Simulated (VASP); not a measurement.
# CdWO3 (R-3) in VASP: single point with r2SCAN

Aim: the single point of CdWO3 with r2SCAN.

Program: VASP 6.6.1. These are calculated values, not measurements. Logs are shortened: lines on timing, memory, paths and dates and some standing lists are left out, and cuts for length are marked.

**1. The cell of the first run**

Symmetry: R-3, No. 148, trigonal system. Conventional cell: a = 5.288 Å, b = 5.288 Å, c = 15.019 Å, α = 90.00°, β = 90.00°, γ = 120.00°. Cd (site symmetry 3) has 6 O at 1.98 to 2.15 Å within 2.6 Å. Within 2.8 Å of W (site symmetry 3) lie 6 O at 2.13 to 2.26 Å and 1 Cd at 2.79 Å. O (site symmetry 1) has 2 Cd at 1.98 to 2.15 Å and 2 W at 2.13 to 2.26 Å and 3 O at 2.61 to 2.77 Å within 2.8 Å.

**2. Single point, r2SCAN**

POSCAR reads:

```
CdWO3
1.0
    2.3841470000     -1.7577480000     -4.3802890000
    0.0000000000      2.9620630000     -4.3802890000
    3.4797480000      1.7577480000      4.3802890000
Cd W O
2 2 6
Direct
    0.3420000000      0.3420000000      0.0260000000
    0.6580000000      0.6580000000      0.9740000000
    0.1560000000      0.1560000000      0.4680000000
    0.8440000000      0.8440000000      0.5320000000
    0.5400000000      0.9700000000      0.7700000000
    0.2600000000      0.5400000000      0.7700000000
    0.9700000000      0.2600000000      0.7700000000
    0.4600000000      0.0300000000      0.2300000000
    0.7400000000      0.4600000000      0.2300000000
    0.0300000000      0.7400000000      0.2300000000
```

INCAR.step1 reads:

```
ALGO = Normal
EDIFF = 1E-4
ENCUT = 520
GGA = PE
ISMEAR = 0
LASPH = T
LCHARG = F
LREAL = F
LWAVE = T
NBANDS = 55
NELM = 60
PREC = Accurate
SIGMA = 0.0336
```

INCAR.step2 reads:

```
ALGO = Normal
EDIFF = 1E-7
ENCUT = 520
ISIF = 2
ISMEAR = 0
ISTART = 1
LASPH = T
LCHARG = T
LELF = T
LMIXTAU = T
LREAL = F
LVHAR = T
LWAVE = F
METAGGA = R2SCAN
NBANDS = 55
NELM = 60
PREC = Accurate
SIGMA = 0.0336
```

KPOINTS reads:

```
k-points
0
Gamma
  6 6 6
```

Potentials or basis: VASP PAW PBE potentials, release 64 (Cd, W_sv, O).

The run is started by

```bash
$ cat potpaw_PBE.64/Cd/POTCAR potpaw_PBE.64/W_sv/POTCAR potpaw_PBE.64/O/POTCAR > POTCAR
$ cp INCAR.step1 INCAR
$ mpirun -np 1 vasp_std > vasp.out
$ cp INCAR.step2 INCAR
$ mpirun -np 1 vasp_std > vasp.out
```

OUTCAR:

```text
EDIFF = 1E-7
   ENCUT = 520
   ISIF = 2
   ISMEAR = 0
   ISTART = 1
   LASPH = T
   LREAL = F
   METAGGA = R2SCAN
   NELM = 60
   PREC = Accurate

 ion  position               nearest neighbor table
   1  0.342  0.342  0.026-   6 1.98   7 1.98   5 1.98   8 2.15   9 2.15  10 2.15   3 2.79   2 3.06
                             2 3.06   2 3.06
   2  0.658  0.658  0.974-   9 1.98  10 1.98   8 1.98   5 2.15   6 2.15   7 2.15   4 2.79   1 3.06
                             1 3.06   1 3.06
   3  0.156  0.156  0.468-   6 2.13   7 2.13   5 2.13  10 2.26   9 2.26   8 2.26   1 2.79   4 3.07
                             4 3.07   4 3.07
   4  0.844  0.844  0.532-   9 2.13  10 2.13   8 2.13   7 2.26   6 2.26   5 2.26   2 2.79   3 3.07
                             3 3.07   3 3.07
   5  0.540  0.970  0.770-   1 1.98   3 2.13   2 2.15   4 2.26
   6  0.260  0.540  0.770-   1 1.98   3 2.13   2 2.15   4 2.26
   7  0.970  0.260  0.770-   1 1.98   3 2.13   2 2.15   4 2.26
   8  0.460  0.030  0.230-   2 1.98   4 2.13   1 2.15   3 2.26
   9  0.740  0.460  0.230-   2 1.98   4 2.13   1 2.15   3 2.26
  10  0.030  0.740  0.230-   2 1.98   4 2.13   1 2.15   3 2.26

  LATTYP: Found a trigonal (rhomboedric) cell.
 ALAT       =     5.8638950000
 COS(alpha) =     0.5934192425

  Lattice vectors:

 A1 = (   5.8638950000,  -0.0000000000,   0.0000000000)
 A2 = (   3.4797480000,   4.7198110000,   0.0000000000)
 A3 = (   3.4797480000,   1.7577480000,   4.3802890000)

Analysis of symmetry for initial positions (statically):
=====================================================================
 Subroutine PRICEL returns:
 Original cell was already a primitive cell.

 Routine SETGRP: Setting up the symmetry group for a
 trigonal (rhombohedral) supercell.

 Subroutine GETGRP returns: Found  6 space group operations
 (whereof  6 operations were pure point group operations)
 out of a pool of 12 trial point group operations.

The static configuration has the point symmetry S_6 .

Analysis of symmetry for dynamics (positions and initial velocities):
=====================================================================
 Subroutine PRICEL returns:
 Original cell was already a primitive cell.

 Routine SETGRP: Setting up the symmetry group for a
 trigonal (rhombohedral) supercell.

 Subroutine GETGRP returns: Found  6 space group operations
 (whereof  6 operations were pure point group operations)
 out of a pool of 12 trial point group operations.

The dynamic configuration has the point symmetry S_6 .

 Subroutine INISYM returns: Found  6 space group operations
 (whereof  6 operations are pure point group operations),
 and found     1 'primitive' translations

----------------------------------------------------------------------------------------

                                     Primitive cell

  volume of cell :     121.2310

  direct lattice vectors                    reciprocal lattice vectors
     2.384147000 -1.757748000 -4.380289000     0.170535114 -0.125729446 -0.085021454
     0.000000000  2.962063000 -4.380289000     0.000000000  0.211872891 -0.085021593
     3.479748000  1.757748000  4.380289000     0.170535114  0.086143445  0.058252392

  length of vectors
     5.287794122  5.287792445  5.863894261     0.228295348  0.228295408  0.199740480

  position of ions in fractional coordinates (direct lattice)
     0.342000000  0.342000000  0.026000000
     0.658000000  0.658000000  0.974000000
     0.156000000  0.156000000  0.468000000
     0.844000000  0.844000000  0.532000000
     0.540000000  0.970000000  0.770000000
     0.260000000  0.540000000  0.770000000
     0.970000000  0.260000000  0.770000000
     0.460000000  0.030000000  0.230000000
     0.740000000  0.460000000  0.230000000
     0.030000000  0.740000000  0.230000000

  ion indices of the primitive-cell ions
   primitive index   ion index
                 1           1
                 2           2
                 3           3
                 4           4
                 5           5
                 6           6
                 7           7
                 8           8
                 9           9
                10          10

----------------------------------------------------------------------------------------

 KPOINTS: k-points

Automatic generation of k-mesh.
 Grid dimensions read from file:
 generate k-points for:    6    6    6

 Generating k-lattice:

  Cartesian coordinates                     Fractional coordinates (reciprocal lattice)
     0.028422519 -0.020954908 -0.014170242     0.166666667  0.000000000  0.000000000
     0.000000000  0.035312148 -0.014170266     0.000000000  0.166666667  0.000000000
     0.028422519  0.014357241  0.009708732     0.000000000  0.000000000  0.166666667

  Length of vectors
     0.038049225  0.038049235  0.033290080

  Shift w.r.t. Gamma in fractional coordinates (k-lattice)
     0.000000000  0.000000000  0.000000000

 Subroutine IBZKPT returns following result:
 ===========================================

 Found     40 irreducible k-points:

 Following reciprocal coordinates:
            Coordinates               Weight
  0.000000  0.000000  0.000000      1.000000
  0.166667  0.000000 -0.000000      6.000000
  0.333333  0.000000 -0.000000      6.000000
  0.500000  0.000000  0.000000      3.000000
  0.166667  0.166667 -0.000000      6.000000
  0.333333  0.166667 -0.000000      6.000000
[... 16 lines left out ...]
  0.166667  0.166667  0.166667      6.000000
  0.333333  0.166667  0.166667      6.000000
 [... further k-points ...]
   k-points           NKPTS =     40   k-points in BZ     NKDIM =     40   number of bands    NBANDS=     55
   number of dos      NEDOS =    301   number of ions     NIONS =     10
   total plane-waves  NPLWV =  76800
   dimension x,y,z NGX =    40 NGY =   40 NGZ =   48
   dimension x,y,z NGXF=    80 NGYF=   80 NGZF=   96
   ions per type =               2   2   6
   NGX,Y,Z   is equivalent  to a cutoff of  12.58, 12.58, 13.61 a.u.
   NGXF,Y,Z  is equivalent  to a cutoff of  25.15, 25.15, 27.22 a.u.
 SYSTEM =  unknown system
   PREC   = accura    normal or accurate (medium, high low for compatibility)
   ISTART =      1    job   : 0-new  1-cont  2-samecut
   ICHARG =      0    charge: 1-file 2-atom 10-const
   ISPIN  =      1    spin polarized calculation?
   LNONCOLLINEAR =      F non collinear calculations
   LSORBIT =      F    spin-orbit coupling
   LASPH  =      T    aspherical Exc in radial PAW
   ENCUT  =  520.0 eV  38.22 Ry    6.18 a.u.   9.83  9.83 10.90*2*pi/ulx,y,z
   NELM   =     60;   NELMIN=  2; NELMDL=  0     # of ELM steps
   EDIFF  = 0.1E-06   stopping-criterion for ELM
   LREAL  =      F    real-space projection
   EDIFFG = 0.1E-05   stopping-criterion for IOM
   NSW    =      0    number of steps for IOM
   IBRION =     -1    ionic relax: 0-MD 1-quasi-New 2-CG
   NFREE  =      0    steps in history (QN), initial steepest desc. (CG)
   ISIF   =      2    stress and relaxation
   ISYM   =      2    0-nonsym 1-usesym 2-fastsym
   POTIM  = 0.5000    time-step for ionic-motion
   TEBEG  =    0.0;   TEEND  =   0.0 temperature during run
   PSTRESS=    0.0 pullay stress
   NELECT =      88.0000    total number of electrons
   NUPDOWN=      -1.0000    fix difference up-down
   EMIN   =  10.00;   EMAX   =-10.00  energy-range for DOS
   EFERMI =   0.00;   METHOD = LEGACY
   ISMEAR =     0;   SIGMA  =   0.03  broadening in eV -4-tet -1-fermi 0-gaus
   EFERMI_NEDOS =   21; number of points for ismear=-14 and -15
   IALGO  =     38    algorithm
   IMIX   =      4    mixing-type and parameters
     AMIX     =   0.40;   BMIX     =  1.00
     AMIX_MAG =   1.60;   BMIX_MAG =  1.00
  volume/ion in A,a.u.               =      12.12        81.81
  Fermi-wavevector in a.u.,A,eV,Ry     =   1.471289  2.780332 29.452397  2.164690
  Thomas-Fermi vector in A             =   2.586443
   LORBIT       =      0    0 simple, 1 ext, 2 COOP (PROOUT), +10 PAW based schemes
   METAGGA = R2SCAN    functional components
   LHFCALC =     F    Hartree Fock is set to
   AEXX    =    0.0000 exact exchange contribution
   IVDW    =     0    specifies the selected vdW correction
   LEPSILON=     F    determine dielectric tensor
   LRPA    =     F    only Hartree local field effects (RPA)
 non-spin polarized calculation
 Gauss-broadening in eV      SIGMA  =   0.03
  energy-cutoff  :      520.00
  volume of cell :      121.23
 maximum number of plane-waves:      3281
   NGX = 19   NGY = 19   NGZ = 21

 number of electron      87.9999997 magnetization

 Free energy of the ion-electron system (eV)
  ---------------------------------------------------
  ext. energy  EPLUGINS =         0.00000000
  ---------------------------------------------------
  free energy    TOTEN  =      -186.72570959 eV

  energy without entropy =     -186.72078793  energy(sigma->0) =     -186.72324876

 E-fermi :   5.2891     XC(G=0): -12.3784

 val. band max:        5.2871005986   @ k =   0.1667   0.1667  -0.0000
 cond. band min:       5.2906625665   @ k =   0.5000   0.3333   0.0000
 fundamental gap:      0.0035619679
 Fermi energy:         5.2891114488

 k-point     1 :       0.0000    0.0000    0.0000
  band No.  band energies     occupation
      1     -72.4044      2.00000
      2     -72.3826      2.00000
      3     -35.9866      2.00000
      4     -35.9866      2.00000
      5     -35.8077      2.00000
      6     -35.7690      2.00000
[... 47 lines left out ...]
     54      11.3482      0.00000
     55      13.4943      0.00000

 k-point     2 :       0.1667    0.0000   -0.0000
  band No.  band energies     occupation
      1     -72.4031      2.00000
      2     -72.3839      2.00000
      3     -35.9910      2.00000
      4     -35.9765      2.00000
      5     -35.8032      2.00000
      6     -35.7831      2.00000
[... 47 lines left out ...]
     54      11.7684      0.00000
     55      13.1067      0.00000

 k-point     3 :       0.3333    0.0000   -0.0000
  band No.  band energies     occupation
      1     -72.3998      2.00000
      2     -72.3872      2.00000
      3     -35.9994      2.00000
      4     -35.9517      2.00000
      5     -35.8131      2.00000
      6     -35.7918      2.00000
[... 1152 lines left out ...]
 k-point    23 :       0.1667    0.1667    0.1667
  band No.  band energies     occupation
      1     -72.4031      2.00000
      2     -72.3839      2.00000
      3     -35.9911      2.00000
      4     -35.9766      2.00000
      5     -35.8037      2.00000
      6     -35.7831      2.00000
[... 47 lines left out ...]
     54      11.4357      0.00000
     55      13.3318      0.00000

 k-point    24 :       0.3333    0.1667    0.1667
  band No.  band energies     occupation
      1     -72.4008      2.00000
      2     -72.3862      2.00000
      3     -35.9989      2.00000
      4     -35.9565      2.00000
      5     -35.8077      2.00000
      6     -35.7947      2.00000
[... 47 lines left out ...]
     54      11.8915      0.00000
     55      12.5238      0.00000

 [... further k-points ...]

------------------------ aborting loop because EDIFF is reached ----------------------------------------

  FORCE on cell =-STRESS in cart. coord.  units (eV):
  Direction    XX          YY          ZZ          XY          YZ          ZX
  --------------------------------------------------------------------------------------
  -------------------------------------------------------------------------------------
  Total       14.7809440      7.5755346      6.2358870      4.8865857      1.6691874      3.3044316
  in kB      195.3436040    100.1175721     82.4129127     64.5806697     22.0598274     43.6710664
  external PRESSURE =     125.9580296 kB  Pullay stress =       0.0000000 kB

 VOLUME and BASIS-vectors are now :
 -----------------------------------------------------------------------------
  energy-cutoff  :      520.00
  volume of cell :      121.23
      direct lattice vectors                 reciprocal lattice vectors
     2.384147000 -1.757748000 -4.380289000     0.170535114 -0.125729446 -0.085021454
     0.000000000  2.962063000 -4.380289000     0.000000000  0.211872891 -0.085021593
     3.479748000  1.757748000  4.380289000     0.170535114  0.086143445  0.058252392

 POSITION                                       TOTAL-FORCE (eV/Angst)
 -----------------------------------------------------------------------------------
      0.90585      0.45758     -2.88223         6.694715      3.381743      2.286820
      4.95804      2.50449     -1.49806        -6.694715     -3.381743     -2.286820
      2.00045      1.01050      0.68333         0.081467      0.041152      0.027828
      3.86345      1.95156     -5.06361        -0.081467     -0.041152     -0.027828
      3.96685      3.27748     -3.24141        -2.716801     -5.029478     -3.680428
      3.29928      2.49597     -0.13141        -5.869082      0.951708     -3.297018
      4.99203      0.41859     -2.01493        -5.660396     -3.118541      2.111119
      1.89705     -0.31542     -1.13888         2.716801      5.029478      3.680428
      2.56461      0.46610     -4.24888         5.869082     -0.951708      3.297018
      0.87187      2.54348     -2.36536         5.660396      3.118541     -2.111119
 -----------------------------------------------------------------------------------
    total drift:                               -0.000000      0.000000     -0.000000

  FREE ENERGIE OF THE ION-ELECTRON SYSTEM (eV)
  ---------------------------------------------------
  free  energy   TOTEN  =      -186.7257095872 eV

  energy  without entropy=     -186.7207879312  energy(sigma->0) =     -186.72324876
```

It took 51 min on 1 thread of Intel Xeon 8259CL, shared host; peak memory 0.4 GiB.

What came out:

| Quantity | Value |
| --- | --- |
| Free energy | -186.7257 eV |
| Pressure | 12.6 GPa |
| Largest force | 7.841 eV/Å |
| Band gap on the k mesh | zero (bands 44 and 45 overlap by 0.59 eV) |

Forces on the atoms (eV/Å):
```
Cd   6.695  3.382  2.287
Cd  -6.695 -3.382 -2.287
W    0.081  0.041  0.028
W   -0.081 -0.041 -0.028
O   -2.717 -5.029 -3.680
O   -5.869  0.952 -3.297
O   -5.660 -3.119  2.111
O    2.717  5.029  3.680
O    5.869 -0.952  3.297
O    5.660  3.119 -2.111
```

Stress tensor (GPa, compression positive):
```
19.53  6.46  4.37
 6.46 10.01  2.21
 4.37  2.21  8.24
```

Levels at points of the mesh, in eV from the Fermi level:
| k point | band 41 | band 42 | band 43 | band 44 | band 45 | band 46 | band 47 | band 48 |
| --- | --- | --- | --- | --- | --- | --- | --- | --- |
| (0.00, 0.00, 0.00) | -2.28 | -2.28 | -0.21 | 0.39 | 0.39 | 0.73 | 0.73 | 1.37 |
| (0.50, 0.00, 0.00) | -1.86 | -1.71 | -0.69 | -0.49 | 0.08 | 0.80 | 1.47 | 1.54 |
| (0.50, 0.50, 0.00) | -2.39 | -2.08 | -0.43 | -0.22 | 0.22 | 0.87 | 1.29 | 1.52 |
| (0.00, 0.00, 0.50) | -1.93 | -1.93 | -0.16 | 0.39 | 0.39 | 0.93 | 0.93 | 1.30 |

Caveat: the stress differs along the axes, from 8 to 20 GPa; the PAW data sets were made with another functional, which shifts forces and pressure a little; spin-orbit coupling is left out, which moves the levels of the heavy elements.
